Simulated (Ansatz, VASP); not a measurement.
# One calculation of SnO2, two programs

File INCAR:

```
SYSTEM = SnO2
  PREC = Accurate
  ENCUT = 520
  EDIFF = 1E-7
  ISMEAR = 0
  SIGMA = 0.05
  LREAL = .False.
  LASPH = .True.
  NELM = 100
  ALGO = Normal
  ISIF = 2
  LWAVE = .False.
  LCHARG = .False.
  GGA = PE
  IVDW = 12
  NBANDS = 35
```

Contents of KPOINTS:

```
regular mesh
0
Gamma
  12 12 4
  0 0 0
```

Contents of POSCAR:

```
SnO2
1.0
    3.1309003151      0.0000000000      0.0000000000
   -1.5654501576      2.7114392096      0.0000000000
    0.0000000000      0.0000000000     10.0747363625
Sn O
2 4
Direct
   -0.1949598692      0.0000000000      0.5000000000
    0.1949598692      0.0000000000      0.0000000000
    0.4692314443      0.3333333333      0.4017901351
    0.8641018891      0.3333333333      0.0982098649
    0.1358981109      0.6666666667      0.5982098649
    0.5307685557      0.6666666667      0.9017901351
```

Input for Ansatz:

```yaml
crystal:
  lattice:
    - [3.1309003151, 0.0, 0.0]
    - [-1.5654501576, 2.7114392096, 0.0]
    - [0.0, 0.0, 10.0747363625]
  atoms:
    - { symbol: Sn, position: [-0.1949598692, 0.0, 0.5] }
    - { symbol: Sn, position: [0.1949598692, 0.0, 0.0] }
    - { symbol: O, position: [0.4692314443, 0.3333333333, 0.4017901351] }
    - { symbol: O, position: [0.8641018891, 0.3333333333, 0.0982098649] }
    - { symbol: O, position: [0.1358981109, 0.6666666667, 0.5982098649] }
    - { symbol: O, position: [0.5307685557, 0.6666666667, 0.9017901351] }
basis:
  ecutwfc: 520.0
kpoints:
  mp_grid: { grid: [12, 12, 4] }
hamiltonian:
  xc: pbe
  dispersion: d3bj
scf:
  occupations: { method: gaussian, width: 0.05 }
output:
  forces: true
  stress: true
  eigenvalues: true
```

Change from the starting cell: mode 1 frozen in at -0.634 Å, equal normal strain along x, y and z -0.0250.

Alike in both runs: task single point; functional PBE; dispersion D3(BJ); k mesh 12 × 12 × 4; occupations gaussian, width 0.05 eV; no spin polarisation.

|  | VASP | Ansatz |
| --- | --- | --- |
| version | VASP 6.6.1 | Ansatz 0.2.0 |
| potentials or method | VASP PAW PBE potentials, release 64 (Sn_d, O), cutoff 520 eV | scalar-relativistic, plane waves, PAW |
| valence electrons in the cell | 52 | 52 |

|  | VASP | Ansatz | Ansatz less VASP |
| --- | --- | --- | --- |
| gap on the k mesh at the Fermi level (eV) | 2.69 | 2.72 | +0.025 |
| least direct gap on the mesh (eV) | 3.11 | 3.13 | +0.018 |
| pressure (GPa) | 12.8 | 12.1 | -0.73 |
| traceless stress, the component that is largest in VASP (GPa) | -6.60 | -6.15 | +0.445 |
| rms of the force components (eV/Å) | 0.506 | 0.476 | -0.0306 |

Atom by atom the forces differ by 0.031 eV/Å (rms over components).
